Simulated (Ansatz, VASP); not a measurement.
# Two plane-wave programs on SnO2

File INCAR:

```
SYSTEM = SnO2
PREC = Accurate ; ENCUT = 520
EDIFF = 1E-6 ; ISMEAR = -1
SIGMA = 0.003 ; LREAL = .False.
LASPH = .True. ; NELM = 60
ALGO = Normal ; ISIF = 2
LWAVE = .False. ; LCHARG = .False.
GGA = PE ; NBANDS = 35
```

The input KPOINTS:

```
regular mesh
0
Gamma
  5 5 7
  0 0 0
```

Contents of POSCAR:

```
SnO2
1.0
    4.7373500000      0.0000000000      0.0000000000
    0.0000000000      4.7373500000      0.0000000000
    0.0000000000      0.0000000000      3.1864000000
Sn O
2 4
Direct
    0.0000000000      0.0000000000      0.0000000000
    0.5000000000      0.5000000000      0.5000000000
    0.3056200000      0.3056200000      0.0000000000
    0.1943800000      0.8056200000      0.5000000000
    0.6943800000      0.6943800000      0.0000000000
    0.8056200000      0.1943800000      0.5000000000
```

Input for Ansatz:

```yaml
crystal:
  lattice:
    - [4.73735, 0.0, 0.0]
    - [0.0, 4.73735, 0.0]
    - [0.0, 0.0, 3.1864]
  atoms:
    - { symbol: Sn, position: [0.0, 0.0, 0.0] }
    - { symbol: Sn, position: [0.5, 0.5, 0.5] }
    - { symbol: O, position: [0.30562, 0.30562, 0.0] }
    - { symbol: O, position: [0.19438, 0.80562, 0.5] }
    - { symbol: O, position: [0.69438, 0.69438, 0.0] }
    - { symbol: O, position: [0.80562, 0.19438, 0.5] }
hamiltonian:
  xc: pbe
  pseudopotentials: { kind: paw }
basis:
  ecutwfc: 420
kpoints:
  mp_grid: { grid: [5, 5, 7] }
scf:
  occupations: { method: fermi_dirac, width: 0.003 }
  lower_state_search: "off"
  algorithm: density_mixing
  max_iter: 30
  mixing: {}
output:
  forces: true
  stress: true
  write_density: true
  write_potential: true
  elf: true
  volumetric_format: npy
```

Alike in both runs: task single point; functional PBE; k mesh 5 × 5 × 7; occupations fermi-dirac, width 0.003 eV; no spin polarisation.

|  | VASP | Ansatz |
| --- | --- | --- |
| version | VASP 6.6.1 | Ansatz 0.2.0 |
| potentials or method | VASP PAW PBE potentials, release 64 (Sn_d, O), cutoff 520 eV | PAW, plane waves, scalar-relativistic |
| valence electrons in the cell | 52 | 52 |

Ansatz gave:

```
gap on the k mesh at the Fermi level (eV)                     : 1.25
pressure (GPa)                                                : 10.8
traceless stress, the component that is largest in VASP (GPa) : 1.53
rms of the force components (eV/Å)                            : 0.017
```

Estimate VASP's values.

gap on the k mesh at the Fermi level (eV): 1.24; pressure (GPa): 11.5; traceless stress, the component that is largest in VASP (GPa): 1.75; rms of the force components (eV/Å): 0.024.

Atom by atom the forces differ by 0.008 eV/Å (rms over components).
